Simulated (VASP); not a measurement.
Crystal: GdO.

```
CELL_PARAMETERS angstrom
0.00000 2.70000 2.70000
2.70000 0.00000 2.70000
2.70000 2.70000 0.00000
ATOMIC_POSITIONS crystal
Gd 0.00000 0.00000 0.00000
O 0.25000 0.25000 0.25000
```

| Property | Result |
| --- | --- |
| Program | VASP 6.6.1 |
| Task | relaxation of cell and atoms |
| Functional | PBEsol |
| Potentials or basis | VASP PAW PBE potentials, release 64 (Gd, O) |
| Cutoff | 600 eV |
| k mesh | 9 × 9 × 9 |
| Occupations | fermi-dirac, width 0.05 eV |
| Spin | collinear spin, ferromagnetic start |
| Starting moments | [7.0, 0.0] μB |

At the start: pressure -4.3 GPa; volume 19.68 Å³/atom.

Task: How do energy, volume and symmetry change on relaxing?

Result: Over 10 steps the energy falls by 27.0 meV/atom and the volume is 18.70 Å³/atom (-5.0 %); space group F-43m (No. 216, to 0.1 Å) before and after; moment 6.05 μB per cell.

Step by step:
```
step  energy change (eV)  largest force (eV/Å)  pressure (GPa)  volume (Å³)
   1              0.0000                0.0000           -4.26        39.37
   2             -0.0166                0.0000            3.19        36.46
   3             -0.0539                0.0000           -0.36        37.50
   4             -0.0540                0.0000           -0.80        37.39
   5             -0.0524                0.0000            1.42        36.92
   6             -0.0539                0.0000            0.39        37.22
   7             -0.0540                0.0000            0.59        37.28
   8             -0.0540                0.0000            0.50        37.33
   9             -0.0534                0.0000           -0.81        37.63
  10             -0.0540                0.0000            0.07        37.40
```

Final structure:
```cif
data_structure
_symmetry_space_group_name_H-M 'P 1'
_symmetry_Int_Tables_number 1
_cell_length_a 3.7537
_cell_length_b 3.7537
_cell_length_c 3.7537
_cell_angle_alpha 60.000
_cell_angle_beta 60.000
_cell_angle_gamma 60.000
_cell_volume 37.40
loop_
_atom_site_label
_atom_site_type_symbol
_atom_site_fract_x
_atom_site_fract_y
_atom_site_fract_z
_atom_site_occupancy
Gd1 Gd 0.00000 0.00000 0.00000 1
O1 O 0.25000 0.25000 0.25000 1
```

Caveat: the PAW data sets were made with another functional, which shifts forces and pressure a little; a cell with one magnetic atom can't hold antiferromagnetic order, which such compounds often take; semilocal functionals describe open f shells poorly, which spoils levels, moments and volumes.
